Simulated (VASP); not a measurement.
Here is a VASP 6.6.1 calculation.

Contents of POSCAR:

```
Ga2O3
1.0
    6.1886874205     -1.5347535364     -0.0025976695
    6.1886874205      1.5347535364     -0.0025976695
   -1.3974750767      0.0000000000      5.6071851958
Ga O
4 6
Direct
    0.3412644604      0.3412644604      0.6863744794
    0.6587355396      0.6587355396      0.3136255206
    0.9113707767      0.9113707767      0.2081035815
    0.0886292233      0.0886292233      0.7918964185
    0.5032413102      0.5032413102      0.7421078424
    0.4967586898      0.4967586898      0.2578921576
    0.8260321709      0.8260321709      0.4350249316
    0.1739678291      0.1739678291      0.5649750684
    0.1621332613      0.1621332613      0.1084268108
    0.8378667387      0.8378667387      0.8915731892
```

INCAR.step1

```
SYSTEM = Ga2O3
ALGO = Normal ; EDIFF = 1E-4
ENCUT = 520 ; GGA = PE
ISMEAR = 0 ; LASPH = .TRUE.
LCHARG = .FALSE. ; LREAL = .FALSE.
LWAVE = .TRUE. ; NBANDS = 55
NELM = 60 ; PREC = Accurate
SIGMA = 0.01
```

The input INCAR.step2:

```
SYSTEM = Ga2O3
ALGO = Normal ; EDIFF = 1E-7
ENCUT = 520 ; ISIF = 2
ISMEAR = 0 ; ISTART = 1
LASPH = .TRUE. ; LCHARG = .TRUE.
LELF = .TRUE. ; LMIXTAU = .TRUE.
LREAL = .FALSE. ; LVHAR = .TRUE.
LWAVE = .FALSE. ; METAGGA = R2SCAN
NBANDS = 55 ; NELM = 60
PREC = Accurate ; SIGMA = 0.01
```

Contents of KPOINTS:

```
k-points
0
G
  8 8 4
  0 0 0
```

Potentials or basis: VASP PAW PBE potentials, release 64 (Ga_d, O).

Command:

```sh
$ cat potpaw_PBE.64/Ga_d/POTCAR potpaw_PBE.64/O/POTCAR > POTCAR
$ cp INCAR.step1 INCAR
$ mpirun -np 1 vasp_std > vasp.out
$ cp INCAR.step2 INCAR
$ mpirun -np 1 vasp_std > vasp.out
```

Q: Predict the pressure.

A: -0.7 GPa.

Q: Estimate the band gap on the k mesh.

A: 2.88 eV.

Q: What does it give for the largest force?

A: 0.083 eV/Å.

Forces in eV/Å, atoms in the order of the input:
```
Ga   0.015  0.000 -0.040
Ga  -0.015  0.000  0.040
Ga  -0.026  0.000  0.018
Ga   0.026  0.000 -0.018
O   -0.077  0.000 -0.031
O    0.077  0.000  0.031
O   -0.032  0.000  0.054
O    0.032  0.000 -0.054
O    0.054  0.000  0.039
O   -0.054  0.000 -0.039
```

Caveat: the cell differs from its parent crystal (epitaxial xy strain +1.0%); the PAW data sets were made with another functional, which shifts forces and pressure a little. A k mesh can miss the band edges.
